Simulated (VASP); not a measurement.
Wanted: the native input for a VASP 6.6.1 run.

| Item | Value |
| --- | --- |
| Task | single point |
| Functional | PBE |
| Potentials or basis | VASP PAW PBE potentials, release 64 (Cu_sv_GW, O) |
| Cutoff | 820 eV |
| k mesh | 10 × 10 × 10 |
| Occupations | fermi-dirac, width 0.05 eV |
| Spin | no spin polarisation |
| Dipole correction | no |
| Further INCAR settings | ALGO = Normal; EDIFF = 1e-06; NBANDS = 20 |

The structure of CuO lies in POSCAR:

```
CuO
1.0
    0.0000000000      2.2622018539      2.2622018539
    2.2622018539      0.0000000000      2.2622018539
    2.2622018539      2.2622018539      0.0000000000
Cu O
1 1
Direct
    0.0000000000      0.0000000000      0.0000000000
    0.2500000000      0.2500000000      0.2500000000
```

The input as run:

INCAR

```
SYSTEM = CuO
ALGO = Normal ; EDIFF = 1E-6
ENCUT = 820 ; GGA = PE
GGA_COMPAT = .False. ; ISIF = 2
ISMEAR = -1 ; LASPH = .True.
LCHARG = .False. ; LREAL = .False.
LWAVE = .False. ; NBANDS = 20
NELM = 120 ; PREC = Accurate
SIGMA = 0.05
```

KPOINTS

```
k-points
0
Gamma
  10 10 10
  0 0 0
```

Potentials or basis: VASP PAW PBE potentials, release 64 (Cu_sv_GW, O).

The run is started by

```bash
$ cat potpaw_PBE.64/Cu_sv_GW/POTCAR potpaw_PBE.64/O/POTCAR > POTCAR
$ mpirun -np 1 vasp_std > vasp.out
```

It gave:

The pressure is -0.6 GPa and the band gap on the k mesh is zero (an odd number of electrons rules out a gap without spin polarisation).

Caveat: an odd number of electrons without spin polarisation forces a metal; a magnetic or distorted state may lie lower; semilocal functionals often make such compounds metallic where correlation or magnetic order opens a gap, which also shifts bond lengths.

It took 46 s on 1 thread of Intel(R) Xeon(R) Platinum 8488C (Sapphire Rapids) (shared host), peak memory 0.21 GiB.
